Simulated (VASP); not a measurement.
# Zn (Im-3m) in VASP: further runs

Aim: see how the results for Zn move with the level of theory and the settings. Levels: PBEsol+D3(BJ), PBEsol, BLYP+D3(BJ). Tasks: single point.

Program: VASP 6.6.1. These are calculated values, not measurements. Logs are shortened: lines on timing, memory, paths and dates and some standing lists are left out, and cuts for length are marked.

## 1. The cell of the first run

The structure is cubic, space group Im-3m (No. 229). Conventional cell: a = 3.006 Å, b = 3.006 Å, c = 3.006 Å, α = 90.00°, β = 90.00°, γ = 90.00°. Zn (site symmetry m-3m) has 14 Zn at 2.60 to 3.01 Å within 3.4 Å.

## 2. Single point, PBEsol+D3(BJ)

File INCAR:

```
SYSTEM = Zn
ALGO = Normal
EDIFF = 1E-7
ENCUT = 520
GGA = PS
ISIF = 2
ISMEAR = -1
IVDW = 12
LASPH = .TRUE.
LCHARG = .FALSE.
LREAL = .FALSE.
LWAVE = .FALSE.
NBANDS = 12
NELM = 60
PREC = Accurate
SIGMA = 0.15
```

File KPOINTS:

```
k-points
0
G
  12 12 12
  0 0 0
```

File POSCAR:

```
Zn
1.0
   -1.5032298167      1.5032298167      1.5032298167
    1.5032298167     -1.5032298167      1.5032298167
    1.5032298167      1.5032298167     -1.5032298167
Zn
1
Direct
    0.0000000000      0.0000000000      0.0000000000
```

Potentials or basis: VASP PAW PBE potentials, release 64 (Zn).

Launch:

```sh
$ cat potpaw_PBE.64/Zn/POTCAR > POTCAR
$ mpirun -np 1 vasp_std > vasp.out
```

OUTCAR:

```text
SYSTEM = Zn
   EDIFF = 1E-7
   ENCUT = 520
   GGA = PS
   ISIF = 2
   ISMEAR = -1
   IVDW = 12
   LASPH = .TRUE.
   LREAL = .FALSE.
   NELM = 60
   PREC = Accurate
 IVDW          = 12

 ion  position               nearest neighbor table
   1  0.000  0.000  0.000-

  LATTYP: Found a body centered cubic cell.
 ALAT       =     3.0064596334

  Lattice vectors:

 A1 = (  -1.5032298167,   1.5032298167,   1.5032298167)
 A2 = (   1.5032298167,  -1.5032298167,   1.5032298167)
 A3 = (   1.5032298167,   1.5032298167,  -1.5032298167)

Analysis of symmetry for initial positions (statically):
=====================================================================
 Subroutine PRICEL returns:
 Original cell was already a primitive cell.

 Routine SETGRP: Setting up the symmetry group for a
 body centered cubic supercell.

 Subroutine GETGRP returns: Found 48 space group operations
 (whereof 48 operations were pure point group operations)
 out of a pool of 48 trial point group operations.

The static configuration has the point symmetry O_h .

Analysis of symmetry for dynamics (positions and initial velocities):
=====================================================================
 Subroutine PRICEL returns:
 Original cell was already a primitive cell.

 Routine SETGRP: Setting up the symmetry group for a
 body centered cubic supercell.

 Subroutine GETGRP returns: Found 48 space group operations
 (whereof 48 operations were pure point group operations)
 out of a pool of 48 trial point group operations.

The dynamic configuration has the point symmetry O_h .

 Subroutine INISYM returns: Found 48 space group operations
 (whereof 48 operations are pure point group operations),
 and found     1 'primitive' translations

----------------------------------------------------------------------------------------

                                     Primitive cell

  volume of cell :      13.5874

  direct lattice vectors                    reciprocal lattice vectors
    -1.503229817  1.503229817  1.503229817     0.000000000  0.332617138  0.332617138
     1.503229817 -1.503229817  1.503229817     0.332617138  0.000000000  0.332617138
     1.503229817  1.503229817 -1.503229817     0.332617138  0.332617138  0.000000000

  length of vectors
     2.603670418  2.603670418  2.603670418     0.470391668  0.470391668  0.470391668

[... 83 lines left out ...]
   NFREE  =      0    steps in history (QN), initial steepest desc. (CG)
   ISIF   =      2    stress and relaxation
   ISYM   =      2    0-nonsym 1-usesym 2-fastsym
   POTIM  = 0.5000    time-step for ionic-motion
   TEBEG  =    0.0;   TEEND  =   0.0 temperature during run
   PSTRESS=    0.0 pullay stress
   NELECT =      12.0000    total number of electrons
   NUPDOWN=      -1.0000    fix difference up-down
   EMIN   =  10.00;   EMAX   =-10.00  energy-range for DOS
   EFERMI =   0.00;   METHOD = LEGACY
   ISMEAR =    -1;   SIGMA  =   0.15  broadening in eV -4-tet -1-fermi 0-gaus
   EFERMI_NEDOS =   21; number of points for ismear=-14 and -15
   IALGO  =     38    algorithm
   IMIX   =      4    mixing-type and parameters
     AMIX     =   0.40;   BMIX     =  1.00
     AMIX_MAG =   1.60;   BMIX_MAG =  1.00
  volume/ion in A,a.u.               =      13.59        91.69
  Fermi-wavevector in a.u.,A,eV,Ry     =   1.570688  2.968170 33.566391  2.467060
  Thomas-Fermi vector in A             =   2.672384
   LORBIT       =      0    0 simple, 1 ext, 2 COOP (PROOUT), +10 PAW based schemes
   GGA     = PS    functional components
   LHFCALC =     F    Hartree Fock is set to
   AEXX    =    0.0000 exact exchange contribution
   IVDW    =    12    specifies the selected vdW correction
   LEPSILON=     F    determine dielectric tensor
   LRPA    =     F    only Hartree local field effects (RPA)
 non-spin polarized calculation
  energy-cutoff  :      520.00
  volume of cell :       13.59
 maximum number of plane-waves:       380
   NGX =  9   NGY =  9   NGZ =  9

 number of electron      11.9999991 magnetization

 Free energy of the ion-electron system (eV)
  ---------------------------------------------------
  ext. energy  EPLUGINS =         0.00000000
  ---------------------------------------------------
  free energy    TOTEN  =        -1.48705329 eV

  energy without entropy =       -1.46457391  energy(sigma->0) =       -1.47581360

 E-fermi :   3.9836     XC(G=0): -12.3206

 val. band max:        3.7689822464   @ k =   0.3333   0.2500   0.0833
 cond. band min:       4.0061570941   @ k =   0.4167   0.0833   0.0000
 fundamental gap:      0.2371748476
 Fermi energy:         3.9835779846

 k-point     1 :       0.0000    0.0000    0.0000
  band No.  band energies     occupation
      1      -7.5503      2.00000
      2      -4.2343      2.00000
      3      -4.2343      2.00000
      4      -4.2343      2.00000
      5      -3.6055      2.00000
      6      -3.6055      2.00000
      7      25.0547      0.00000
      8      25.0547      0.00000
      9      25.0548      0.00000
     10      25.7638      0.00000
     11      25.7638      0.00000
     12      25.7638      0.00000
[... 331 lines left out ...]
 k-point    24 :       0.4167    0.0833    0.0833
  band No.  band energies     occupation
      1      -4.9331      2.00000
      2      -4.6209      2.00000
      3      -3.6163      2.00000
      4      -3.5581      2.00000
      5      -3.5161      2.00000
      6       1.4963      2.00000
      7       3.4209      1.95410
      8      13.2700      0.00000
      9      13.7512      0.00000
     10      24.7468      0.00000
     11      26.0471      0.00000
     12      34.0244      0.00000

 [... further k-points ...]

------------------------ aborting loop because EDIFF is reached ----------------------------------------

 Edisp (eV)   -0.40288

 E8    (eV) :    -0.2602

  FORCE on cell =-STRESS in cart. coord.  units (eV):
  Direction    XX          YY          ZZ          XY          YZ          ZX
  --------------------------------------------------------------------------------------
  -------------------------------------------------------------------------------------
  Total       0.04055     0.04055     0.04055     0.00000     0.00000    -0.00000
  in kB       4.78109     4.78109     4.78109     0.00000     0.00000    -0.00000
  external pressure =        4.78 kB  Pullay stress =        0.00 kB

 VOLUME and BASIS-vectors are now :
 -----------------------------------------------------------------------------
  energy-cutoff  :      520.00
  volume of cell :       13.59
      direct lattice vectors                 reciprocal lattice vectors
    -1.503229817  1.503229817  1.503229817     0.000000000  0.332617138  0.332617138
     1.503229817 -1.503229817  1.503229817     0.332617138  0.000000000  0.332617138
     1.503229817  1.503229817 -1.503229817     0.332617138  0.332617138  0.000000000

 POSITION                                       TOTAL-FORCE (eV/Angst)
 -----------------------------------------------------------------------------------
      0.00000      0.00000      0.00000         0.000000      0.000000     -0.000000
 -----------------------------------------------------------------------------------
    total drift:                                0.000000     -0.000000      0.000000

  FREE ENERGIE OF THE ION-ELECTRON SYSTEM (eV)
  ---------------------------------------------------
  free  energy   TOTEN  =        -1.8899320486 eV

  energy  without entropy=       -1.8674526743  energy(sigma->0) =       -1.87869236
```

Run time: 5.9 s. Hardware: 1 thread of Intel Xeon Platinum 8559C (Emerald Rapids), shared host; peak memory 0.13 GiB.

What came out:

| Property | Result |
| --- | --- |
| Free energy | -1.8899 eV |
| Pressure | 0.5 GPa |
| Band gap on the k mesh | zero (band 6 reaches 8.28 eV, above the bottom of band 7 at 3.14 eV) |
| Dispersion energy per atom | -0.403 eV |

Caveat: the PAW data sets were made with another functional, which shifts forces and pressure a little; pairwise dispersion overbinds metals, which lowers pressure and volume.

## 3. Single point, PBEsol

This run uses another cell than the first one, of 14.30 Å³/atom, 1.053 times its volume.

File INCAR:

```
SYSTEM = Zn
PREC = Accurate ; ENCUT = 520
EDIFF = 1E-7 ; ISMEAR = -1
SIGMA = 0.15 ; LREAL = .False.
LASPH = .True. ; NELM = 60
ALGO = Normal ; ISIF = 2
LWAVE = .False. ; LCHARG = .True.
GGA = PS ; LELF = .True.
LVHAR = .True. ; NBANDS = 12
```

File KPOINTS:

```
regular mesh
0
Gamma
  12 12 12
  0 0 0
```

File POSCAR:

```
Zn
1.0
   -1.5291710270      1.5291710270      1.5291710270
    1.5291710270     -1.5291710270      1.5291710270
    1.5291710270      1.5291710270     -1.5291710270
Zn
1
Direct
    0.0000000000      0.0000000000      0.0000000000
```

Potentials or basis: VASP PAW PBE potentials, release 64 (Zn).

Launch:

```sh
$ cat potpaw_PBE.64/Zn/POTCAR > POTCAR
$ mpirun -np 1 vasp_std > vasp.out
```

OUTCAR:

```text
SYSTEM = Zn
   PREC = Accurate
   ENCUT = 520
   EDIFF = 1E-7
   ISMEAR = -1
   LREAL = .False.
   LASPH = .True.
   NELM = 60
   ISIF = 2
   GGA = PS

 ion  position               nearest neighbor table
   1  0.000  0.000  0.000-

  LATTYP: Found a body centered cubic cell.
 ALAT       =     3.0583420540

  Lattice vectors:

 A1 = (  -1.5291710270,   1.5291710270,   1.5291710270)
 A2 = (   1.5291710270,  -1.5291710270,   1.5291710270)
 A3 = (   1.5291710270,   1.5291710270,  -1.5291710270)

Analysis of symmetry for initial positions (statically):
=====================================================================
 Subroutine PRICEL returns:
 Original cell was already a primitive cell.

 Routine SETGRP: Setting up the symmetry group for a
 body centered cubic supercell.

 Subroutine GETGRP returns: Found 48 space group operations
 (whereof 48 operations were pure point group operations)
 out of a pool of 48 trial point group operations.

The static configuration has the point symmetry O_h .

Analysis of symmetry for dynamics (positions and initial velocities):
[... 164 lines left out ...]
  band No.  band energies     occupation
      1      -7.5063      2.00000
      2      -4.4689      2.00000
      3      -4.4689      2.00000
      4      -4.4689      2.00000
      5      -3.8938      2.00000
      6      -3.8938      2.00000
      7      23.7263      0.00000
      8      23.7263      0.00000
      9      23.7263      0.00000
     10      24.8943      0.00000
     11      24.8943      0.00000
     12      24.8943      0.00000
[... 331 lines left out ...]
 k-point    24 :       0.4167    0.0833    0.0833
  band No.  band energies     occupation
      1      -5.0890      2.00000
      2      -4.8170      2.00000
      3      -3.9046      2.00000
      4      -3.8523      2.00000
      5      -3.7996      2.00000
      6       1.2619      2.00000
      7       2.9101      1.96928
      8      12.4972      0.00000
      9      13.0821      0.00000
     10      23.7631      0.00000
     11      24.8465      0.00000
     12      32.8030      0.00000

 [... further k-points ...]

------------------------ aborting loop because EDIFF is reached ----------------------------------------

  FORCE on cell =-STRESS in cart. coord.  units (eV):
  Direction    XX          YY          ZZ          XY          YZ          ZX
  --------------------------------------------------------------------------------------
  -------------------------------------------------------------------------------------
  Total        0.0365649      0.0365649      0.0365649     -0.0000000      0.0000000      0.0000000
  in kB        4.0958773      4.0958773      4.0958773     -0.0000000      0.0000000      0.0000000
  external PRESSURE =       4.0958773 kB  Pullay stress =       0.0000000 kB

 VOLUME and BASIS-vectors are now :
 -----------------------------------------------------------------------------
  energy-cutoff  :      520.00
  volume of cell :       14.30
      direct lattice vectors                 reciprocal lattice vectors
    -1.529171027  1.529171027  1.529171027     0.000000000  0.326974544  0.326974544
     1.529171027 -1.529171027  1.529171027     0.326974544  0.000000000  0.326974544
     1.529171027  1.529171027 -1.529171027     0.326974544  0.326974544  0.000000000

 POSITION                                       TOTAL-FORCE (eV/Angst)
 -----------------------------------------------------------------------------------
      0.00000      0.00000      0.00000        -0.000000     -0.000000      0.000000
 -----------------------------------------------------------------------------------
    total drift:                                0.000000     -0.000000      0.000000

  FREE ENERGIE OF THE ION-ELECTRON SYSTEM (eV)
  ---------------------------------------------------
  free  energy   TOTEN  =        -1.4992699961 eV

  energy  without entropy=       -1.4751326231  energy(sigma->0) =       -1.48720131
```

Run time: 6.6 s. Hardware: 1 thread of Intel Xeon Platinum 8559C (Emerald Rapids), shared host; peak memory 0.12 GiB.

What came out:

* Free energy: -1.4993 eV
* Pressure: 0.4 GPa
* Band gap on the k mesh: zero (band 6 reaches 7.78 eV, above the bottom of band 7 at 2.63 eV)

Caveat: the PAW data sets were made with another functional, which shifts forces and pressure a little.

(Continued in part 2 of 2.)
